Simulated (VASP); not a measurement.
# GdSbTe3: single point with PBE

GdSbTe3:

```
CELL_PARAMETERS angstrom
5.29211 0.00000 0.00000
0.00000 5.29211 0.00000
0.00000 0.00000 5.29211
ATOMIC_POSITIONS crystal
Gd 0.00000 0.00000 0.00000
Sb 0.50000 0.50000 0.50000
Te 0.00000 0.50000 0.50000
Te 0.50000 0.50000 0.00000
Te 0.50000 0.00000 0.50000
```

The cell was built from a structure type or drawn by symmetry, and may not be a known phase.

```
Program                : VASP 6.6.1
Task                   : single point
Functional             : PBE
Potentials or basis    : VASP PAW PBE potentials, release 64 (Gd, Sb, Te)
Cutoff                 : 520 eV
k mesh                 : 4 × 4 × 4
Occupations            : gaussian, width 0.1 eV
Spin                   : collinear spin, ferromagnetic start
Starting moments       : [7.0, 0.0, 0.0, 0.0, 0.0] μB
Dipole correction      : no
Further INCAR settings : ALGO = Normal; EDIFF = 1e-06; NBANDS = 32
```

```yaml
Pressure: 15.1 GPa
Net_moment: 6.72 μB per cell
Site_moments: Gd +6.53; Sb -0.01; Te -0.02 μB
Valence_electrons_inside_the_program's_atomic_spheres: Gd 15.13; Sb 2.60; Te 3.52
```

Levels at points of the mesh, in eV from the Fermi level:
Spin up:
| k point | band 21 | band 22 | band 23 | band 24 | band 25 | band 26 | band 27 | band 28 |
| --- | --- | --- | --- | --- | --- | --- | --- | --- |
| (0.00, 0.00, 0.00) | -1.62 | -1.52 | -1.52 | -1.52 | 0.40 | 0.40 | 0.57 | 0.57 |
| (0.50, 0.00, 0.00) | -2.75 | -1.95 | -1.95 | -0.32 | -0.19 | 0.85 | 1.77 | 2.49 |
| (0.50, 0.50, 0.00) | -2.78 | -1.48 | -0.25 | 0.27 | 0.31 | 0.31 | 0.94 | 2.48 |
| (0.50, 0.50, 0.50) | -0.42 | 0.08 | 0.08 | 0.08 | 0.24 | 0.24 | 0.24 | 1.27 |
Spin down:
```
           k point  band 13  band 14  band 15  band 16  band 17  band 18  band 19  band 20  band 21  band 22
(0.00, 0.00, 0.00)    -1.76    -1.76    -1.51    -1.51    -1.51     0.20     0.20     0.20     0.26     0.26
(0.50, 0.00, 0.00)    -2.79    -2.79    -1.88    -1.88    -0.22    -0.17     0.09     0.10     0.10     0.24
(0.50, 0.50, 0.00)    -2.79    -2.79    -1.49    -0.14     0.08     0.08     0.08     0.16     0.16     0.23
(0.50, 0.50, 0.50)    -1.44    -0.20    -0.20    -0.20    -0.03     0.08     0.08     0.08     0.22     0.22
```

It took 7.5 min on 1 thread of Oxide Virtual Turin-like Processor, with other jobs on the host, peak memory 0.32 GiB.

Caveat: the cell stands under pressure; spin-orbit coupling is left out, which moves the levels of the heavy elements; a cell with one magnetic atom can't hold antiferromagnetic order, which such compounds often take; semilocal functionals describe open f shells poorly, which spoils levels, moments and volumes. The state reached can hang on the start; a lower one may exist.
